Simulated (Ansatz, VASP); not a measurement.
Rh: VASP beside Ansatz

```
Rh
1.0
     1.33828    0.77266    6.54565
    -1.33828    0.77266    6.54565
     0.00000   -1.54532    6.54565
Rh
3
Direct
  0.00000 0.00000 0.00000
  0.22275 0.22275 0.22275
  0.77725 0.77725 0.77725
```

Alike in both runs: functional PBEsol; k mesh 21 × 21 × 21; occupations gaussian, width 0.1 eV; no spin polarisation.

Ansatz relaxed the structure, and its values are those at the end. VASP's run is a single point on that final structure, the one shown.

|  | VASP | Ansatz |
| --- | --- | --- |
| version | VASP 6.6.1 | Ansatz 0.2.0 |
| potentials or method | VASP PAW PBE potentials, release 64 (Rh_pv), cutoff 520 eV | scalar-relativistic, plane waves, PAW |
| valence electrons in the cell | 45 | 51 |

Ansatz gave:

| Item | Value |
| --- | --- |
| gap on the k mesh at the Fermi level (eV) | none |
| pressure (GPa) | 0.0 |

Which values does VASP return?

gap on the k mesh at the Fermi level (eV): none; pressure (GPa): -0.2.

VASP's potentials were made for PBE, not for PBEsol. A gap of «none» marks a metal or a gap that the smearing closes. VASP's potentials hold 45 valence electrons a cell and Ansatz's 51, so a difference there can come from the potentials and not from the codes.
